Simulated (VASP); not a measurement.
# Sn3SeS2 (I4/mmm) in VASP: single point with PBE

Aim: the single point of Sn3SeS2 with PBE.

All numbers are computed with VASP 6.6.1; they aren't measurements. Logs are shortened: lines on timing, memory, paths and dates and some standing lists are left out, and cuts for length are marked.

**1. The cell of the first run**

It takes space group I4/mmm (No. 139, tetragonal). Conventional cell: a = 4.191 Å, b = 4.191 Å, c = 17.760 Å, α = 90.00°, β = 90.00°, γ = 90.00°. Sn (site symmetry 4mm) has 5 S at 2.88 to 2.96 Å and 1 Se at 3.03 Å within 3.8 Å. Within 3.9 Å of Sn (site symmetry 4/mmm) lie 4 Se at 2.96 Å and 2 S at 2.97 Å. Se (site symmetry 4/mmm) has 6 Sn at 2.96 to 3.03 Å within 3.9 Å. S (site symmetry 4mm) has 6 Sn at 2.88 to 2.97 Å within 3.8 Å.

**2. Single point, PBE**

The input, INCAR:

```
ALGO = Normal
EDIFF = 1E-6
ENCUT = 520
GGA = PE
ISIF = 2
ISMEAR = 0
LASPH = T
LCHARG = F
LREAL = F
LWAVE = F
NBANDS = 39
NELM = 80
PREC = Accurate
SIGMA = 0.01
```

The input, KPOINTS:

```
k-points
0
Gamma
  12 12 12
```

The input, POSCAR:

```
Sn3SeS2
1.0
   -2.0957298000      2.0957298000      8.8799403000
    2.0957298000     -2.0957298000      8.8799403000
    2.0957298000      2.0957298000     -8.8799403000
Sn Se S
3 1 2
Direct
    0.8295800000      0.8295800000      0.0000000000
    0.5000000000      0.5000000000      0.0000000000
    0.1704200000      0.1704200000      0.0000000000
    0.0000000000      0.0000000000      0.0000000000
    0.6672610000      0.6672610000      0.0000000000
    0.3327390000      0.3327390000      0.0000000000
```

Potentials or basis: VASP PAW PBE potentials, release 64 (Sn_d, Se, S).

Run with:

```sh
> cat potpaw_PBE.64/Sn_d/POTCAR potpaw_PBE.64/Se/POTCAR potpaw_PBE.64/S/POTCAR > POTCAR
> mpirun -np 1 vasp_std > vasp.out
```

OUTCAR:

```text
EDIFF = 1E-6
   ENCUT = 520
   GGA = PE
   ISIF = 2
   ISMEAR = 0
   LASPH = T
   LREAL = F
   NELM = 80
   PREC = Accurate

 ion  position               nearest neighbor table
   1  0.830  0.830  0.000-   5 2.88   6 2.96   6 2.96   6 2.96   6 2.96   4 3.03
   2  0.500  0.500  0.000-   4 2.96   4 2.96   4 2.96   4 2.96   6 2.97   5 2.97
   3  0.170  0.170  0.000-   6 2.88   5 2.96   5 2.96   5 2.96   5 2.96   4 3.03
   4  0.000  0.000  0.000-   2 2.96   2 2.96   2 2.96   2 2.96   3 3.03   1 3.03
   5  0.667  0.667  0.000-   1 2.88   3 2.96   3 2.96   3 2.96   3 2.96   2 2.97
   6  0.333  0.333  0.000-   3 2.88   1 2.96   1 2.96   1 2.96   1 2.96   2 2.97

  LATTYP: Found a body centered tetragonal cell.
 ALAT       =     4.1914596000
 C/A-ratio  =     4.2371589601

  Lattice vectors:

 A1 = (  -2.0957298000,   2.0957298000,   8.8799403000)
 A2 = (   2.0957298000,  -2.0957298000,   8.8799403000)
 A3 = (   2.0957298000,   2.0957298000,  -8.8799403000)

Analysis of symmetry for initial positions (statically):
=====================================================================
 Subroutine PRICEL returns:
 Original cell was already a primitive cell.

 Routine SETGRP: Setting up the symmetry group for a
 body centered tetragonal supercell.

 Subroutine GETGRP returns: Found 16 space group operations
 (whereof 16 operations were pure point group operations)
 out of a pool of 16 trial point group operations.

The static configuration has the point symmetry D_4h.

Analysis of symmetry for dynamics (positions and initial velocities):
=====================================================================
 Subroutine PRICEL returns:
 Original cell was already a primitive cell.

 Routine SETGRP: Setting up the symmetry group for a
 body centered tetragonal supercell.

 Subroutine GETGRP returns: Found 16 space group operations
 (whereof 16 operations were pure point group operations)
 out of a pool of 16 trial point group operations.

The dynamic configuration has the point symmetry D_4h.

 Subroutine INISYM returns: Found 16 space group operations
 (whereof 16 operations are pure point group operations),
 and found     1 'primitive' translations

----------------------------------------------------------------------------------------

                                     Primitive cell

  volume of cell :     156.0058

  direct lattice vectors                    reciprocal lattice vectors
    -2.095729800  2.095729800  8.879940300     0.000000000  0.238580374  0.056306685
     2.095729800 -2.095729800  8.879940300     0.238580374  0.000000000  0.056306685
     2.095729800  2.095729800 -8.879940300     0.238580374  0.238580374  0.000000000

  length of vectors
     9.361490614  9.361490614  9.361490614     0.245134734  0.245134734  0.337403601

  position of ions in fractional coordinates (direct lattice)
     0.829580000  0.829580000  0.000000000
     0.500000000  0.500000000  0.000000000
     0.170420000  0.170420000  0.000000000
     0.000000000  0.000000000  0.000000000
     0.667261000  0.667261000  0.000000000
     0.332739000  0.332739000  0.000000000

  ion indices of the primitive-cell ions
   primitive index   ion index
                 1           1
                 2           2
                 3           3
                 4           4
                 5           5
                 6           6

----------------------------------------------------------------------------------------

 KPOINTS: k-points

Automatic generation of k-mesh.
 Grid dimensions read from file:
 generate k-points for:   12   12   12

 Generating k-lattice:

  Cartesian coordinates                     Fractional coordinates (reciprocal lattice)
     0.000000000  0.019881698  0.004692224     0.083333333  0.000000000 -0.000000000
     0.019881698  0.000000000  0.004692224     0.000000000  0.083333333 -0.000000000
     0.019881698  0.019881698  0.000000000     0.000000000  0.000000000  0.083333333

  Length of vectors
     0.020427894  0.020427894  0.028116967

  Shift w.r.t. Gamma in fractional coordinates (k-lattice)
     0.000000000  0.000000000  0.000000000

 Subroutine IBZKPT returns following result:
 ===========================================

 Found    163 irreducible k-points:

 Following reciprocal coordinates:
            Coordinates               Weight
  0.000000  0.000000  0.000000      1.000000
  0.083333  0.000000 -0.000000      8.000000
  0.166667  0.000000  0.000000      8.000000
  0.250000  0.000000 -0.000000      8.000000
  0.333333  0.000000  0.000000      8.000000
  0.416667  0.000000  0.000000      8.000000
[... 16 lines left out ...]
  0.500000  0.166667 -0.000000     16.000000
 -0.416667  0.166667  0.000000     16.000000
 [... further k-points ...]
   k-points           NKPTS =    163   k-points in BZ     NKDIM =    163   number of bands    NBANDS=     39
   number of dos      NEDOS =    301   number of ions     NIONS =      6
   total plane-waves  NPLWV = 343000
   dimension x,y,z NGX =    70 NGY =   70 NGZ =   70
   dimension x,y,z NGXF=   140 NGYF=  140 NGZF=  140
   ions per type =               3   1   2
   NGX,Y,Z   is equivalent  to a cutoff of  12.43, 12.43, 12.43 a.u.
   NGXF,Y,Z  is equivalent  to a cutoff of  24.86, 24.86, 24.86 a.u.
 SYSTEM =  unknown system
   PREC   = accura    normal or accurate (medium, high low for compatibility)
   ISTART =      0    job   : 0-new  1-cont  2-samecut
   ICHARG =      2    charge: 1-file 2-atom 10-const
   ISPIN  =      1    spin polarized calculation?
   LNONCOLLINEAR =      F non collinear calculations
   LSORBIT =      F    spin-orbit coupling
   LASPH  =      T    aspherical Exc in radial PAW
   ENCUT  =  520.0 eV  38.22 Ry    6.18 a.u.  17.41 17.41 17.41*2*pi/ulx,y,z
   NELM   =     80;   NELMIN=  2; NELMDL= -5     # of ELM steps
   EDIFF  = 0.1E-05   stopping-criterion for ELM
   LREAL  =      F    real-space projection
   EDIFFG = 0.1E-04   stopping-criterion for IOM
   NSW    =      0    number of steps for IOM
   IBRION =     -1    ionic relax: 0-MD 1-quasi-New 2-CG
   NFREE  =      0    steps in history (QN), initial steepest desc. (CG)
   ISIF   =      2    stress and relaxation
   ISYM   =      2    0-nonsym 1-usesym 2-fastsym
   POTIM  = 0.5000    time-step for ionic-motion
   TEBEG  =    0.0;   TEEND  =   0.0 temperature during run
   PSTRESS=    0.0 pullay stress
   NELECT =      60.0000    total number of electrons
   NUPDOWN=      -1.0000    fix difference up-down
   EMIN   =  10.00;   EMAX   =-10.00  energy-range for DOS
   EFERMI =   0.00;   METHOD = LEGACY
   ISMEAR =     0;   SIGMA  =   0.01  broadening in eV -4-tet -1-fermi 0-gaus
   EFERMI_NEDOS =   21; number of points for ismear=-14 and -15
   IALGO  =     38    algorithm
   IMIX   =      4    mixing-type and parameters
     AMIX     =   0.40;   BMIX     =  1.00
     AMIX_MAG =   1.60;   BMIX_MAG =  1.00
  volume/ion in A,a.u.               =      26.00       175.46
  Fermi-wavevector in a.u.,A,eV,Ry     =   1.190543  2.249800 19.284794  1.417392
  Thomas-Fermi vector in A             =   2.326625
   LORBIT       =      0    0 simple, 1 ext, 2 COOP (PROOUT), +10 PAW based schemes
   GGA     = PE    functional components
   LHFCALC =     F    Hartree Fock is set to
   AEXX    =    0.0000 exact exchange contribution
   IVDW    =     0    specifies the selected vdW correction
   LEPSILON=     F    determine dielectric tensor
   LRPA    =     F    only Hartree local field effects (RPA)
 non-spin polarized calculation
 Gauss-broadening in eV      SIGMA  =   0.01
  energy-cutoff  :      520.00
  volume of cell :      156.01
 maximum number of plane-waves:      4232
 NGX is ok and might be reduce to    70
   NGX = 35   NGY = 35   NGZ = 35

 number of electron      60.0000003 magnetization

 Free energy of the ion-electron system (eV)
  ---------------------------------------------------
  ext. energy  EPLUGINS =         0.00000000
  ---------------------------------------------------
  free energy    TOTEN  =       -25.71538695 eV

  energy without entropy =      -25.71538695  energy(sigma->0) =      -25.71538695

 E-fermi :   6.2004     XC(G=0):  -9.6219

 val. band max:        6.0873424011   @ k =  -0.1667   0.3333   0.1667
 cond. band min:       6.2401678380   @ k =  -0.1667   0.3333   0.1667
 fundamental gap:      0.1528254369
 Fermi energy:         6.2004204290

 k-point     1 :       0.0000    0.0000    0.0000
  band No.  band energies     occupation
      1     -15.7300      2.00000
      2     -15.7291      2.00000
      3     -15.7248      2.00000
      4     -15.7134      2.00000
      5     -15.7134      2.00000
      6     -15.7129      2.00000
[... 31 lines left out ...]
     38      10.5557      0.00000
     39      10.5557      0.00000

 k-point     2 :       0.0833    0.0000   -0.0000
  band No.  band energies     occupation
      1     -15.7294      2.00000
      2     -15.7281      2.00000
      3     -15.7241      2.00000
      4     -15.7135      2.00000
      5     -15.7134      2.00000
      6     -15.7129      2.00000
[... 31 lines left out ...]
     38      10.3591      0.00000
     39      10.6681      0.00000

 k-point     3 :       0.1667    0.0000    0.0000
  band No.  band energies     occupation
      1     -15.7283      2.00000
      2     -15.7248      2.00000
      3     -15.7225      2.00000
      4     -15.7145      2.00000
      5     -15.7139      2.00000
      6     -15.7134      2.00000
[... 31 lines left out ...]
     38       9.9894      0.00000
     39      10.1130      0.00000

 k-point     4 :       0.2500    0.0000   -0.0000
  band No.  band energies     occupation
      1     -15.7268      2.00000
      2     -15.7211      2.00000
      3     -15.7202      2.00000
      4     -15.7165      2.00000
      5     -15.7152      2.00000
      6     -15.7128      2.00000
[... 31 lines left out ...]
     38       9.7054      0.00000
     39      10.1216      0.00000
[... 754 lines left out ...]
     38       9.6380      0.00000
     39      10.1417      0.00000

 k-point    23 :       0.5000    0.1667   -0.0000
  band No.  band energies     occupation
      1     -15.7249      2.00000
      2     -15.7248      2.00000
      3     -15.7169      2.00000
      4     -15.7163      2.00000
      5     -15.7146      2.00000
      6     -15.7144      2.00000
[... 31 lines left out ...]
     38       9.5346      0.00000
     39       9.9550      0.00000

 k-point    24 :      -0.4167    0.1667    0.0000
  band No.  band energies     occupation
      1     -15.7246      2.00000
      2     -15.7241      2.00000
      3     -15.7169      2.00000
      4     -15.7163      2.00000
      5     -15.7159      2.00000
      6     -15.7129      2.00000
[... 31 lines left out ...]
     38       9.7492      0.00000
     39       9.9880      0.00000

 [... further k-points ...]

------------------------ aborting loop because EDIFF is reached ----------------------------------------

  FORCE on cell =-STRESS in cart. coord.  units (eV):
  Direction    XX          YY          ZZ          XY          YZ          ZX
  --------------------------------------------------------------------------------------
  -------------------------------------------------------------------------------------
  Total       -0.0264460     -0.0264460     -0.0216301      0.0000000     -0.0000000      0.0000000
  in kB       -0.2716001     -0.2716001     -0.2221411      0.0000000     -0.0000000      0.0000000
  external PRESSURE =      -0.2551138 kB  Pullay stress =       0.0000000 kB

 VOLUME and BASIS-vectors are now :
 -----------------------------------------------------------------------------
  energy-cutoff  :      520.00
  volume of cell :      156.01
      direct lattice vectors                 reciprocal lattice vectors
    -2.095729800  2.095729800  8.879940300     0.000000000  0.238580374  0.056306685
     2.095729800 -2.095729800  8.879940300     0.238580374  0.000000000  0.056306685
     2.095729800  2.095729800 -8.879940300     0.238580374  0.238580374  0.000000000

 POSITION                                       TOTAL-FORCE (eV/Angst)
 -----------------------------------------------------------------------------------
      0.00000      0.00000     14.73324        -0.000000     -0.000000     -0.000878
      0.00000      0.00000      8.87994         0.000000      0.000000     -0.000000
      0.00000      0.00000      3.02664         0.000000      0.000000      0.000878
      0.00000      0.00000      0.00000         0.000000      0.000000     -0.000000
      0.00000      0.00000     11.85048        -0.000000     -0.000000     -0.001695
      0.00000      0.00000      5.90940        -0.000000     -0.000000      0.001695
 -----------------------------------------------------------------------------------
    total drift:                                0.000000      0.000000     -0.000000

  FREE ENERGIE OF THE ION-ELECTRON SYSTEM (eV)
  ---------------------------------------------------
  free  energy   TOTEN  =       -25.7153869485 eV

  energy  without entropy=      -25.7153869485  energy(sigma->0) =      -25.71538695
```

Wall time 77 min (1 thread of Oxide Virtual Turin-like, shared host); peak memory 1.2 GiB.

What came out:

* Free energy: -25.7154 eV
* Pressure: 0.0 GPa
* Band gap on the k mesh: 0.15 eV

Levels at points of the mesh, in eV from the valence-band top:
```
           k point  band 28  band 29  band 30  band 31  band 32  band 33
(0.00, 0.00, 0.00)    -2.52    -2.50    -2.50     3.26     3.39     3.42
(0.50, 0.00, 0.00)    -0.74    -0.54    -0.11     0.39     0.76     0.82
(0.50, 0.50, 0.00)    -3.85    -2.13    -1.84     2.51     2.61     2.98
(0.50, 0.50, 0.50)    -2.87    -1.35    -1.02     1.61     1.76     2.98
```

Caveat: semilocal functionals underestimate gaps, and a narrow one can read as zero; spin-orbit coupling is left out, which moves the levels of the heavy elements. A k mesh can miss the band edges.
